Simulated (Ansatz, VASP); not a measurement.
One calculation of BaF2, two programs

```
Ba F
1.0
     0.00000    3.10005    3.10005
     3.10005    0.00000    3.10005
     3.10005    3.10005    0.00000
Ba F
1 2
Direct
  0.00000 0.00000 0.00000
  0.25000 0.25000 0.25000
  0.75000 0.75000 0.75000
```

Alike in both runs: task single point; functional PBE; k mesh 6 × 6 × 6; occupations gaussian, width 0.1 eV; no spin polarisation.

|  | VASP | Ansatz |
| --- | --- | --- |
| version | VASP 6.6.1 | Ansatz 0.2.0 |
| potentials or method | VASP PAW PBE potentials, release 64 (Ba_sv, F), cutoff 600 eV | scalar-relativistic, plane waves, PAW |
| valence electrons in the cell | 24 | 24 |

|  | VASP | Ansatz | Ansatz less VASP |
| --- | --- | --- | --- |
| gap on the k mesh at the Fermi level (eV) | 6.78 | 6.85 | +0.074 |
| least direct gap on the mesh (eV) | 6.84 | 6.93 | +0.084 |
| pressure (GPa) | 2.3 | 1.3 | -1.01 |

Spin-orbit coupling is off throughout.
